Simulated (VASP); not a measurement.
Here is a VASP 6.6.1 calculation.

The input INCAR:

```
SYSTEM = Ru
PREC = Accurate
ENCUT = 500
EDIFF = 1E-6
ISMEAR = 0
SIGMA = 0.1
LREAL = .False.
LASPH = .True.
NELM = 120
ALGO = Normal
ISIF = 2
LWAVE = .False.
LCHARG = .False.
GGA = PS
NBANDS = 13
GGA_COMPAT = .False.
```

File KPOINTS:

```
Automatic mesh
0
Gamma
  8 8 8
  0 0 0
```

POSCAR

```
Ru
1.0
    0.0000000000     -1.9150000000     -1.9150000000
    1.9150000000      0.0000000000     -1.9150000000
    1.9150000000     -1.9150000000      0.0000000000
Ru
1
Direct
    0.0000000000      0.0000000000      0.0000000000
```

Potentials or basis: VASP PAW PBE potentials, release 64 (Ru_pv).

Command:

```sh
$ cat potpaw_PBE.64/Ru_pv/POTCAR > POTCAR
$ mpirun -np 1 vasp_std > vasp.out
```

Problem. Estimate the pressure.

Solution. -15.7 GPa.

Problem. What does it give for the band gap on the k mesh?

Solution. Zero (band 7 reaches 14.17 eV, above the bottom of band 8 at 11.19 eV).

Caveat: the PAW data sets were made with another functional, which shifts forces and pressure a little.
